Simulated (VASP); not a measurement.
# PbS (Pnma) in VASP: single point with r2SCAN

Aim: the single point of PbS with r2SCAN.

Everything below comes from runs of VASP 6.6.1. Logs are shortened: lines on timing, memory, paths and dates and some standing lists are left out, and cuts for length are marked.

**1. The cell of the first run**

The typed cell holds 8 atoms: a = 8.397 Å, b = 4.199 Å, c = 5.955 Å, α = 90.00°, β = 90.00°, γ = 90.00°.

**2. Single point, r2SCAN**

Input file POSCAR:

```
PbS
1.0
    8.3969062143      0.0000000000      0.0000000000
    0.0000000000      4.1985378073      0.0000000000
    0.0000000000      0.0000000000      5.9549033925
Pb S
4 4
Direct
    0.1248374590      0.7500000000      0.7501601718
    0.6248374590      0.7500000000      0.7498398282
    0.8751625410      0.2500000000      0.2498398282
    0.3751625410      0.2500000000      0.2501601718
    0.8753330491      0.2500000000      0.7502173266
    0.3753330491      0.2500000000      0.7497826734
    0.1246669509      0.7500000000      0.2497826734
    0.6246669509      0.7500000000      0.2502173266
```

Input file INCAR.step1:

```
SYSTEM = PbS
ALGO = Normal ; EDIFF = 1E-4
ENCUT = 520 ; GGA = PE
ISMEAR = 0 ; LASPH = .TRUE.
LCHARG = .FALSE. ; LREAL = .FALSE.
LWAVE = .TRUE. ; NBANDS = 50
NELM = 80 ; PREC = Accurate
SIGMA = 0.01
```

Input file INCAR.step2:

```
SYSTEM = PbS
ALGO = Normal ; EDIFF = 1E-6
ENCUT = 520 ; ISIF = 2
ISMEAR = 0 ; ISTART = 1
LASPH = .TRUE. ; LCHARG = .FALSE.
LMIXTAU = .TRUE. ; LREAL = .FALSE.
LWAVE = .FALSE. ; METAGGA = R2SCAN
NBANDS = 50 ; NELM = 80
PREC = Accurate ; SIGMA = 0.01
```

Input file KPOINTS:

```
k-points
0
G
  4 6 4
  0 0 0
```

Potentials or basis: VASP PAW PBE potentials, release 64 (Pb_d, S).

Started as:

```sh
$ cat potpaw_PBE.64/Pb_d/POTCAR potpaw_PBE.64/S/POTCAR > POTCAR
$ cp INCAR.step1 INCAR
$ mpirun -np 1 vasp_std > vasp.out
$ cp INCAR.step2 INCAR
$ mpirun -np 1 vasp_std > vasp.out
```

OUTCAR:

```text
SYSTEM = PbS
   EDIFF = 1E-6
   ENCUT = 520
   ISIF = 2
   ISMEAR = 0
   ISTART = 1
   LASPH = .TRUE.
   LREAL = .FALSE.
   METAGGA = R2SCAN
   NELM = 80
   PREC = Accurate

 ion  position               nearest neighbor table
   1  0.125  0.750  0.750-   5 2.97   5 2.97   6 2.97   6 2.97   7 2.98   7 2.98
   2  0.625  0.750  0.750-   6 2.97   6 2.97   5 2.97   5 2.97   8 2.98   8 2.98
   3  0.875  0.250  0.250-   7 2.97   7 2.97   8 2.97   8 2.97   5 2.98   5 2.98
   4  0.375  0.250  0.250-   8 2.97   8 2.97   7 2.97   7 2.97   6 2.98   6 2.98
   5  0.875  0.250  0.750-   1 2.97   1 2.97   2 2.97   2 2.97   3 2.98   3 2.98
   6  0.375  0.250  0.750-   2 2.97   2 2.97   1 2.97   1 2.97   4 2.98   4 2.98
   7  0.125  0.750  0.250-   3 2.97   3 2.97   4 2.97   4 2.97   1 2.98   1 2.98
   8  0.625  0.750  0.250-   4 2.97   4 2.97   3 2.97   3 2.97   2 2.98   2 2.98

  LATTYP: Found a simple orthorhombic cell.
 ALAT       =     4.1985378073
 B/A-ratio  =     1.4183279193
 C/A-ratio  =     1.9999596525

  Lattice vectors:

 A1 = (   0.0000000000,   4.1985378073,   0.0000000000)
 A2 = (   0.0000000000,   0.0000000000,   5.9549033925)
 A3 = (   8.3969062143,   0.0000000000,   0.0000000000)

Analysis of symmetry for initial positions (statically):
=====================================================================
 Subroutine PRICEL returns:
 Original cell was already a primitive cell.

 Routine SETGRP: Setting up the symmetry group for a
 simple orthorhombic supercell.

 Subroutine GETGRP returns: Found  8 space group operations
 (whereof  2 operations were pure point group operations)
 out of a pool of  8 trial point group operations.

The static configuration has the point symmetry S_2 .
 The point group associated with its full space group is D_2h.

Analysis of symmetry for dynamics (positions and initial velocities):
=====================================================================
 Subroutine PRICEL returns:
 Original cell was already a primitive cell.

 Routine SETGRP: Setting up the symmetry group for a
 simple orthorhombic supercell.

 Subroutine GETGRP returns: Found  8 space group operations
 (whereof  2 operations were pure point group operations)
 out of a pool of  8 trial point group operations.

The dynamic configuration has the point symmetry S_2 .
 The point group associated with its full space group is D_2h.

 Subroutine INISYM returns: Found  8 space group operations
 (whereof  2 operations are pure point group operations),
 and found     1 'primitive' translations

[... 113 lines left out ...]
   ISYM   =      2    0-nonsym 1-usesym 2-fastsym
   POTIM  = 0.5000    time-step for ionic-motion
   TEBEG  =    0.0;   TEEND  =   0.0 temperature during run
   PSTRESS=    0.0 pullay stress
   NELECT =      80.0000    total number of electrons
   NUPDOWN=      -1.0000    fix difference up-down
   EMIN   =  10.00;   EMAX   =-10.00  energy-range for DOS
   EFERMI =   0.00;   METHOD = LEGACY
   ISMEAR =     0;   SIGMA  =   0.01  broadening in eV -4-tet -1-fermi 0-gaus
   EFERMI_NEDOS =   21; number of points for ismear=-14 and -15
   IALGO  =     38    algorithm
   IMIX   =      4    mixing-type and parameters
     AMIX     =   0.40;   BMIX     =  1.00
     AMIX_MAG =   1.60;   BMIX_MAG =  1.00
  volume/ion in A,a.u.               =      26.24       177.09
  Fermi-wavevector in a.u.,A,eV,Ry     =   1.186882  2.242881 19.166369  1.408688
  Thomas-Fermi vector in A             =   2.323045
   LORBIT       =      0    0 simple, 1 ext, 2 COOP (PROOUT), +10 PAW based schemes
   METAGGA = R2SCAN    functional components
   LHFCALC =     F    Hartree Fock is set to
   AEXX    =    0.0000 exact exchange contribution
   IVDW    =     0    specifies the selected vdW correction
   LEPSILON=     F    determine dielectric tensor
   LRPA    =     F    only Hartree local field effects (RPA)
 non-spin polarized calculation
 Gauss-broadening in eV      SIGMA  =   0.01
  energy-cutoff  :      520.00
  volume of cell :      209.94
 maximum number of plane-waves:      5688
 NGX is ok and might be reduce to    64
   NGX = 31   NGY = 15   NGZ = 23

 number of electron      79.9999990 magnetization

 Free energy of the ion-electron system (eV)
  ---------------------------------------------------
  ext. energy  EPLUGINS =         0.00000000
  ---------------------------------------------------
  free energy    TOTEN  =      -262.41679540 eV

  energy without entropy =     -262.41679540  energy(sigma->0) =     -262.41679540

 E-fermi :   5.6724     XC(G=0): -10.2242

 val. band max:        5.6233881593   @ k =   0.0000   0.5000   0.5000
 cond. band min:       6.2670779323   @ k =   0.0000   0.0000   0.5000
 fundamental gap:      0.6436897729
 Fermi energy:         5.6724410811

 k-point     1 :       0.0000    0.0000    0.0000
  band No.  band energies     occupation
      1     -11.9717      2.00000
      2     -11.8567      2.00000
      3     -11.8556      2.00000
      4     -11.8414      2.00000
      5     -11.8199      2.00000
      6     -11.8197      2.00000
[... 1261 lines left out ...]
     49      10.2418      0.00000
     50      10.2418      0.00000

 [... further k-points ...]

------------------------ aborting loop because EDIFF is reached ----------------------------------------

  FORCE on cell =-STRESS in cart. coord.  units (eV):
  Direction    XX          YY          ZZ          XY          YZ          ZX
  --------------------------------------------------------------------------------------
  -------------------------------------------------------------------------------------
  Total        1.2678383      1.2674953      1.2589640      0.0000000      0.0000000      0.0000000
  in kB        9.6756991      9.6730818      9.6079739      0.0000000      0.0000000      0.0000000
  external PRESSURE =       9.6522516 kB  Pullay stress =       0.0000000 kB

 VOLUME and BASIS-vectors are now :
 -----------------------------------------------------------------------------
  energy-cutoff  :      520.00
  volume of cell :      209.94
      direct lattice vectors                 reciprocal lattice vectors
     8.396906214  0.000000000  0.000000000     0.119091481  0.000000000  0.000000000
     0.000000000  4.198537807  0.000000000     0.000000000  0.238178158  0.000000000
     0.000000000  0.000000000  5.954903393     0.000000000  0.000000000  0.167928837

 POSITION                                       TOTAL-FORCE (eV/Angst)
 -----------------------------------------------------------------------------------
      1.04825      3.14890      4.46713         0.002008      0.000000     -0.001929
      5.24670      3.14890      4.46522         0.002008      0.000000      0.001929
      7.34866      1.04963      1.48777        -0.002008     -0.000000      0.001929
      3.15020      1.04963      1.48968        -0.002008     -0.000000     -0.001929
      7.35009      1.04963      4.46747        -0.002184     -0.000000     -0.001885
      3.15164      1.04963      4.46488        -0.002184     -0.000000      0.001885
      1.04682      3.14890      1.48743         0.002184     -0.000000      0.001885
      5.24527      3.14890      1.49002         0.002184     -0.000000     -0.001885
 -----------------------------------------------------------------------------------
    total drift:                                0.000000     -0.000000      0.000000

  FREE ENERGIE OF THE ION-ELECTRON SYSTEM (eV)
  ---------------------------------------------------
  free  energy   TOTEN  =      -262.4167954046 eV

  energy  without entropy=     -262.4167954046  energy(sigma->0) =     -262.41679540
```

Wall time 18 min (1 thread of AMD EPYC 7R13 (Zen 3), shared host); peak memory 0.48 GiB.

Results:

```
Free energy            : -262.4168 eV
Pressure               : 1.0 GPa
Band gap on the k mesh : 0.64 eV
```

Forces on the atoms (eV/Å):
```
Pb   0.002  0.000 -0.002
Pb   0.002  0.000  0.002
Pb  -0.002  0.000  0.002
Pb  -0.002  0.000 -0.002
S   -0.002  0.000 -0.002
S   -0.002  0.000  0.002
S    0.002  0.000  0.002
S    0.002  0.000 -0.002
```

Caveat: the PAW data sets were made with another functional, which shifts forces and pressure a little; spin-orbit coupling is left out, which moves the levels of the heavy elements. A k mesh can miss the band edges.
